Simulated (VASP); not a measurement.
Write the native input for VASP 6.6.1 that does the following.

```
Task                   : single point
Functional             : LDA
Potentials or basis    : VASP PAW LDA potentials, release 64 (Cd)
Cutoff                 : 520 eV
k mesh                 : 21 × 21 × 9
Occupations            : fermi-dirac, width 0.1 eV
Spin                   : no spin polarisation
Dipole correction      : no
Further INCAR settings : ALGO = Normal; EDIFF = 1e-06; NBANDS = 19
```

The structure of Cd lies in POSCAR:

```
Cd
1.0
    2.8818641736      0.0000000000      0.0000000000
   -1.4409320868      2.4957675846      0.0000000000
    0.0000000000      0.0000000000      5.6383707493
Cd
2
Direct
    0.3333333333      0.6666666667      0.2500000000
    0.6666666667      0.3333333333      0.7500000000
```

One way to write it, as run:

INCAR

```
PREC     = Accurate       # precision mode
ENCUT    = 520            # plane-wave cutoff, eV
EDIFF    = 1E-6           # SCF threshold, eV
ISMEAR   = -1             # smearing method
SIGMA    = 0.1            # smearing width, eV
LREAL    = F              # projectors in reciprocal space
LASPH    = T              # aspherical terms in the spheres
NELM     = 60             # most SCF steps
ALGO     = Normal         # electronic algorithm
ISIF     = 2              # what is computed and relaxed
LWAVE    = F              # write WAVECAR
LCHARG   = T              # write CHGCAR
LELF     = T              # ELF
LVHAR    = T            
NBANDS   = 19             # bands
```

KPOINTS

```
Automatic mesh
0
Gamma
  21 21 9
```

Potentials or basis: VASP PAW LDA potentials, release 64 (Cd).

The run is started by

```sh
$ cat potpaw_LDA.64/Cd/POTCAR > POTCAR
$ mpirun -np 1 vasp_std > vasp.out
```

It gave:

```
Pressure               : 0.8 GPa
Band gap on the k mesh : zero (bands 12 and 13 overlap by 5.04 eV)
```

It took 66 s on 1 thread of AMD EPYC 9R45 96-Core Processor (Zen 5), on a shared host, peak memory 0.23 GiB.
